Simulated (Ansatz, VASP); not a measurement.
**Zn in VASP and in Ansatz**

File INCAR:

```
SYSTEM = Zn
  ALGO = Normal
  EDIFF = 1E-7
  ENCUT = 520
  GGA = PE
  ISIF = 2
  ISMEAR = 1
  LASPH = .True.
  LCHARG = .False.
  LREAL = .False.
  LWAVE = .False.
  NBANDS = 19
  NELM = 60
  PREC = Accurate
  SIGMA = 0.2
```

File KPOINTS:

```
k-points
0
Gamma
  11 11 6
  0 0 0
```

File POSCAR:

```
Zn
1.0
    2.6700000000      0.0000000000      0.0000000000
   -1.3350000000      2.3122878281      0.0000000000
    0.0000000000      0.0000000000      4.9660000000
Zn
2
Direct
    0.6666666667      0.3333333333      0.7500000000
    0.3333333333      0.6666666667      0.2500000000
```

The input input.yaml:

```yaml
crystal:
  lattice:
    - [2.67, 0.0, 0.0]
    - [-1.335, 2.3122878281, 0.0]
    - [0.0, 0.0, 4.966]
  atoms:
    - { symbol: Zn, position: [0.6666666667, 0.3333333333, 0.75] }
    - { symbol: Zn, position: [0.3333333333, 0.6666666667, 0.25] }
kpoints:
  mp_grid: { grid: [11, 11, 6] }
scf:
  occupations: { method: methfessel_paxton, width: 0.2 }
hamiltonian:
  xc: pbe
  pseudopotentials: { kind: all_electron, lapw: { basis_error: 0.001 } }
output:
  forces: true
  stress: true
  eigenvalues: true
```

Alike in both runs: task single point; functional PBE; k mesh 11 × 11 × 6; occupations methfessel-paxton of order 1, width 0.2 eV; no spin polarisation.

|  | VASP | Ansatz |
| --- | --- | --- |
| version | VASP 6.6.1 | Ansatz 0.2.0 |
| potentials or method | VASP PAW PBE potentials, release 64 (Zn), cutoff 520 eV | all-electron LAPW, scalar-relativistic |

```csv
,VASP,Ansatz,Ansatz less VASP
gap on the k mesh at the Fermi level (eV),none,none,-
pressure (GPa),-0.4,-0.7,-0.31
"traceless stress, the component that is largest in VASP (GPa)",-0.56,-0.46,+0.103
```

A gap of «none» marks a metal or a gap that the smearing closes. Ansatz ran all-electron here, and VASP with PAW potentials.
